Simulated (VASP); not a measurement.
# HfMo (Cmmm) in VASP: single point with PBE

Aim: the single point of HfMo with PBE.

Program: VASP 6.6.1. These are calculated values, not measurements. Logs are shortened: lines on timing, memory, paths and dates and some standing lists are left out, and cuts for length are marked.

## Step 1: The cell of the first run

The structure is orthorhombic, space group Cmmm (No. 65). The conventional cell has a = 3.342 Å, b = 4.945 Å, c = 4.447 Å, α = 90.00°, β = 90.00°, γ = 90.00°. Hf (site symmetry mmm) has 8 Mo at 2.78 to 3.33 Å and 6 Hf at 2.98 to 3.34 Å within 3.7 Å. Mo (site symmetry mmm) has 8 Hf at 2.78 to 3.33 Å and 6 Mo at 2.98 to 3.34 Å within 3.7 Å.

## Step 2: Single point, PBE

Input file POSCAR:

```
HfMo
1.0
    1.6712035000     -2.4724670000      0.0000000000
    1.6712035000      2.4724670000      0.0000000000
    0.0000000000      0.0000000000      4.4470110000
Hf Mo
1 1
Direct
    0.0000000000      0.0000000000      0.0000000000
    0.5000000000      0.5000000000      0.5000000000
```

Input file INCAR.step1:

```
SYSTEM = HfMo
ALGO = Normal ; EDIFF = 1E-6
ENCUT = 520 ; GGA = PE
ISIF = 2 ; ISMEAR = -1
LASPH = .True. ; LCHARG = .True.
LMAXMIX = 4 ; LREAL = .False.
LWAVE = .False. ; NBANDS = 19
NELM = 100 ; PREC = Accurate
SIGMA = 0.05
```

Input file KPOINTS.step1:

```
k-points
0
Gamma
  10 10 7
  0 0 0
```

Input file INCAR.step2:

```
SYSTEM = HfMo
ALGO = Normal ; EDIFF = 1E-6
ENCUT = 520 ; GGA = PE
ICHARG = 11 ; ISIF = 2
ISMEAR = -5 ; LASPH = .True.
LCHARG = .False. ; LMAXMIX = 4
LORBIT = 11 ; LREAL = .False.
LWAVE = .False. ; NEDOS = 1001
NELM = 100 ; PREC = Accurate
SIGMA = 0.05
```

Input file KPOINTS.step2:

```
k-points
0
Gamma
  15 15 11
  0 0 0
```

Potentials or basis: VASP PAW PBE potentials, release 64 (Hf_pv, Mo_sv).

Run with:

```sh
cat potpaw_PBE.64/Hf_pv/POTCAR potpaw_PBE.64/Mo_sv/POTCAR > POTCAR
cp INCAR.step1 INCAR
cp KPOINTS.step1 KPOINTS
mpirun -np 1 vasp_std > vasp.out
cp INCAR.step2 INCAR
cp KPOINTS.step2 KPOINTS
mpirun -np 1 vasp_std > vasp.out
```

OUTCAR:

```text
SYSTEM = HfMo
   EDIFF = 1E-6
   ENCUT = 520
   GGA = PE
   ICHARG = 11
   ISIF = 2
   ISMEAR = -5
   LASPH = .True.
   LORBIT = 11
   LREAL = .False.
   NELM = 100
   PREC = Accurate

 ion  position               nearest neighbor table
   1  0.000  0.000  0.000-   2 2.78   2 2.78   2 2.78   2 2.78   2 3.33   2 3.33   2 3.33   2 3.33

   2  0.500  0.500  0.500-   1 2.78   1 2.78   1 2.78   1 2.78   1 3.33   1 3.33   1 3.33   1 3.33

  LATTYP: Found a base centered orthorhombic cell.
 ALAT       =     3.3424070000
 B/A-ratio  =     1.4794529810
 C/A-ratio  =     1.3304815960

  Lattice vectors:

 A1 = (   1.6712035000,  -2.4724670000,   0.0000000000)
 A2 = (   1.6712035000,   2.4724670000,   0.0000000000)
 A3 = (   0.0000000000,   0.0000000000,   4.4470110000)

Analysis of symmetry for initial positions (statically):
=====================================================================
 Subroutine PRICEL returns:
 Original cell was already a primitive cell.

 Routine SETGRP: Setting up the symmetry group for a
 base centered orthorhombic supercell.

 Subroutine GETGRP returns: Found  8 space group operations
 (whereof  8 operations were pure point group operations)
 out of a pool of  8 trial point group operations.

The static configuration has the point symmetry D_2h.

Analysis of symmetry for dynamics (positions and initial velocities):
=====================================================================
 Subroutine PRICEL returns:
 Original cell was already a primitive cell.

 Routine SETGRP: Setting up the symmetry group for a
 base centered orthorhombic supercell.

 Subroutine GETGRP returns: Found  8 space group operations
 (whereof  8 operations were pure point group operations)
 out of a pool of  8 trial point group operations.

The dynamic configuration has the point symmetry D_2h.

 Subroutine INISYM returns: Found  8 space group operations
 (whereof  8 operations are pure point group operations),
 and found     1 'primitive' translations

----------------------------------------------------------------------------------------

                                     Primitive cell

  volume of cell :      36.7501

  direct lattice vectors                    reciprocal lattice vectors
     1.671203500 -2.472467000  0.000000000     0.299185587 -0.202227168  0.000000000
     1.671203500  2.472467000  0.000000000     0.299185587  0.202227168  0.000000000
     0.000000000  0.000000000  4.447011000     0.000000000  0.000000000  0.224870143

  length of vectors
     2.984294591  2.984294591  4.447011000     0.361120261  0.361120261  0.224870143

  position of ions in fractional coordinates (direct lattice)
     0.000000000  0.000000000  0.000000000
     0.500000000  0.500000000  0.500000000

  ion indices of the primitive-cell ions
   primitive index   ion index
                 1           1
                 2           2

----------------------------------------------------------------------------------------

 KPOINTS: k-points

Automatic generation of k-mesh.
 Grid dimensions read from file:
 generate k-points for:   15   15   11

 Generating k-lattice:

  Cartesian coordinates                     Fractional coordinates (reciprocal lattice)
     0.019945706 -0.013481811  0.000000000     0.066666667  0.000000000  0.000000000
     0.019945706  0.013481811  0.000000000     0.000000000  0.066666667  0.000000000
     0.000000000  0.000000000  0.020442740     0.000000000  0.000000000  0.090909091

  Length of vectors
     0.024074684  0.024074684  0.020442740

  Shift w.r.t. Gamma in fractional coordinates (k-lattice)
     0.000000000  0.000000000  0.000000000

 TETIRR: Found   3719 inequivalent tetrahedra from    14850

 Subroutine IBZKPT returns following result:
 ===========================================

 Found    384 irreducible k-points:

 Following reciprocal coordinates:
            Coordinates               Weight
  0.000000  0.000000  0.000000      1.000000
  0.066667  0.000000  0.000000      4.000000
  0.133333  0.000000  0.000000      4.000000
  0.200000  0.000000  0.000000      4.000000
  0.266667  0.000000  0.000000      4.000000
  0.333333  0.000000  0.000000      4.000000
[... 16 lines left out ...]
  0.133333  0.133333  0.000000      2.000000
  0.200000  0.133333  0.000000      4.000000
 [... further k-points ...]
   k-points           NKPTS =    384   k-points in BZ     NKDIM =    384   number of bands    NBANDS=     16
   number of dos      NEDOS =   1001   number of ions     NIONS =      2
   total plane-waves  NPLWV =  20736
   dimension x,y,z NGX =    24 NGY =   24 NGZ =   36
   dimension x,y,z NGXF=    48 NGYF=   48 NGZF=   72
   ions per type =               1   1
   NGX,Y,Z   is equivalent  to a cutoff of  13.37, 13.37, 13.46 a.u.
   NGXF,Y,Z  is equivalent  to a cutoff of  26.74, 26.74, 26.92 a.u.
 SYSTEM =  HfMo
   PREC   = accura    normal or accurate (medium, high low for compatibility)
   ISTART =      0    job   : 0-new  1-cont  2-samecut
   ICHARG =     11    charge: 1-file 2-atom 10-const
   ISPIN  =      1    spin polarized calculation?
   LNONCOLLINEAR =      F non collinear calculations
   LSORBIT =      F    spin-orbit coupling
   LASPH  =      T    aspherical Exc in radial PAW
   ENCUT  =  520.0 eV  38.22 Ry    6.18 a.u.   5.55  5.55  8.27*2*pi/ulx,y,z
   NELM   =    100;   NELMIN=  2; NELMDL=  0     # of ELM steps
   EDIFF  = 0.1E-05   stopping-criterion for ELM
   LREAL  =      F    real-space projection
   EDIFFG = 0.1E-04   stopping-criterion for IOM
   NSW    =      0    number of steps for IOM
   IBRION =     -1    ionic relax: 0-MD 1-quasi-New 2-CG
   NFREE  =      0    steps in history (QN), initial steepest desc. (CG)
   ISIF   =      2    stress and relaxation
   ISYM   =      2    0-nonsym 1-usesym 2-fastsym
   POTIM  = 0.5000    time-step for ionic-motion
   TEBEG  =    0.0;   TEEND  =   0.0 temperature during run
   PSTRESS=    0.0 pullay stress
   NELECT =      24.0000    total number of electrons
   NUPDOWN=      -1.0000    fix difference up-down
   EMIN   =  10.00;   EMAX   =-10.00  energy-range for DOS
   EFERMI =   0.00;   METHOD = LEGACY
   ISMEAR =    -5;   SIGMA  =   0.05  broadening in eV -4-tet -1-fermi 0-gaus
   EFERMI_NEDOS =   21; number of points for ismear=-14 and -15
   IALGO  =     38    algorithm
   IMIX   =      4    mixing-type and parameters
     AMIX     =   0.40;   BMIX     =  1.00
     AMIX_MAG =   1.60;   BMIX_MAG =  1.00
  volume/ion in A,a.u.               =      18.38       124.00
  Fermi-wavevector in a.u.,A,eV,Ry     =   1.420341  2.684055 27.447958  2.017368
  Thomas-Fermi vector in A             =   2.541266
   LORBIT       =     11    0 simple, 1 ext, 2 COOP (PROOUT), +10 PAW based schemes
   GGA     = PE    functional components
   LHFCALC =     F    Hartree Fock is set to
   AEXX    =    0.0000 exact exchange contribution
   IVDW    =     0    specifies the selected vdW correction
   LEPSILON=     F    determine dielectric tensor
   LRPA    =     F    only Hartree local field effects (RPA)
 non-spin polarized calculation
 Fermi weights with tetrahedron method with Bloechl corrections
  energy-cutoff  :      520.00
  volume of cell :       36.75
 maximum number of plane-waves:      1015

 number of electron      23.9999998 magnetization

 Free energy of the ion-electron system (eV)
  ---------------------------------------------------
  ext. energy  EPLUGINS =         0.00000000
  ---------------------------------------------------
  free energy    TOTEN  =       -20.69233487 eV

  energy without entropy =      -20.69233487  energy(sigma->0) =      -20.69233487

 E-fermi :   7.8171     XC(G=0): -12.3334

 val. band max:        7.9036567556   @ k =   0.2667   0.1333   0.0000
 cond. band min:       7.7752659390   @ k =  -0.4000   0.1333   0.1818
 fundamental gap:     -0.1283908166
 Fermi energy:         7.8171143834

 k-point     1 :       0.0000    0.0000    0.0000
  band No.  band energies     occupation
      1     -52.4750      2.00000
      2     -26.6526      2.00000
      3     -26.3776      2.00000
      4     -26.3017      2.00000
      5     -21.9127      2.00000
      6     -21.7044      2.00000
[... 8 lines left out ...]
     15      10.4063      0.00000
     16      10.5655      0.00000

 k-point     2 :       0.0667    0.0000    0.0000
  band No.  band energies     occupation
      1     -52.4729      2.00000
      2     -26.6469      2.00000
      3     -26.3889      2.00000
      4     -26.3121      2.00000
      5     -21.9138      2.00000
      6     -21.7286      2.00000
[... 8 lines left out ...]
     15      10.4069      0.00000
     16      10.5591      0.00000

 k-point     3 :       0.1333    0.0000    0.0000
  band No.  band energies     occupation
      1     -52.4671      2.00000
      2     -26.6307      2.00000
      3     -26.4314      2.00000
      4     -26.3303      2.00000
      5     -21.9170      2.00000
      6     -21.8169      2.00000
[... 8 lines left out ...]
     15      10.3601      0.00000
     16      10.4929      0.00000

 k-point     4 :       0.2000    0.0000    0.0000
  band No.  band energies     occupation
      1     -52.4586      2.00000
      2     -26.6067      2.00000
      3     -26.5071      2.00000
      4     -26.3434      2.00000
      5     -21.9650      2.00000
      6     -21.9218      2.00000
[... 8 lines left out ...]
     15       9.9832      0.00000
     16      10.8224      0.00000
[... 324 lines left out ...]
 k-point    22 :      -0.0667    0.0667    0.0000
  band No.  band energies     occupation
      1     -52.4716      2.00000
      2     -26.6471      2.00000
      3     -26.3865      2.00000
      4     -26.3260      2.00000
      5     -21.9079      2.00000
      6     -21.7200      2.00000
[... 8 lines left out ...]
     15      10.2924      0.00000
     16      10.9182      0.00000

 k-point    23 :       0.1333    0.1333    0.0000
  band No.  band energies     occupation
      1     -52.4573      2.00000
      2     -26.5933      2.00000
      3     -26.4830      2.00000
      4     -26.3864      2.00000
      5     -21.9396      2.00000
      6     -21.9363      2.00000
[... 8 lines left out ...]
     15       9.1118      0.00000
     16      10.6692      0.00000

 k-point    24 :       0.2000    0.1333    0.0000
  band No.  band energies     occupation
      1     -52.4486      2.00000
      2     -26.5678      2.00000
      3     -26.5407      2.00000
      4     -26.4194      2.00000
      5     -22.0499      2.00000
      6     -21.9459      2.00000
[... 8 lines left out ...]
     15       9.2840      0.00000
     16      10.7902      0.00000

 [... further k-points ...]

------------------------ aborting loop because EDIFF is reached ----------------------------------------

  FORCE on cell =-STRESS in cart. coord.  units (eV):
  Direction    XX          YY          ZZ          XY          YZ          ZX
  --------------------------------------------------------------------------------------
  -------------------------------------------------------------------------------------
  Total        0.0455204     -0.2897518     -0.0286580      0.0000000      0.0000000      0.0000000
  in kB        1.9845351    -12.6321891     -1.2493907      0.0000000      0.0000000      0.0000000
  external PRESSURE =      -3.9656816 kB  Pullay stress =       0.0000000 kB

 VOLUME and BASIS-vectors are now :
 -----------------------------------------------------------------------------
  energy-cutoff  :      520.00
  volume of cell :       36.75
      direct lattice vectors                 reciprocal lattice vectors
     1.671203500 -2.472467000  0.000000000     0.299185587 -0.202227168  0.000000000
     1.671203500  2.472467000  0.000000000     0.299185587  0.202227168  0.000000000
     0.000000000  0.000000000  4.447011000     0.000000000  0.000000000  0.224870143

 POSITION                                       TOTAL-FORCE (eV/Angst)
 -----------------------------------------------------------------------------------
      0.00000      0.00000      0.00000        -0.000000      0.000000      0.000000
      1.67120      0.00000      2.22351         0.000000      0.000000      0.000000
 -----------------------------------------------------------------------------------
    total drift:                                0.000000      0.000000     -0.000000

  FREE ENERGIE OF THE ION-ELECTRON SYSTEM (eV)
  ---------------------------------------------------
  free  energy   TOTEN  =       -20.6923348715 eV

  energy  without entropy=      -20.6923348715  energy(sigma->0) =      -20.69233487

 total charge

# of ion       s       p       d       tot
------------------------------------------
    1        0.406   6.466   1.736   8.608
    2        2.351   6.120   3.959  12.430
--------------------------------------------------
tot          2.757  12.586   5.695  21.038
```

Run time: 58 s. Hardware: 1 thread of Intel Xeon 6975P-C (Granite Rapids), shared host; peak memory 0.35 GiB.

Results:

- Valence electrons inside the program's atomic spheres: Hf 8.61; Mo 12.43

Levels at points of the mesh, in eV from the Fermi level:
| k point | band 10 | band 11 | band 12 | band 13 | band 14 | band 15 |
| --- | --- | --- | --- | --- | --- | --- |
| (0.00, 0.00, 0.00) | -1.61 | -0.45 | 0.06 | 1.56 | 1.91 | 2.59 |

Caveat: spin-orbit coupling is left out, which moves the levels of the heavy elements; tetrahedron occupations give inexact forces and stress in metals.
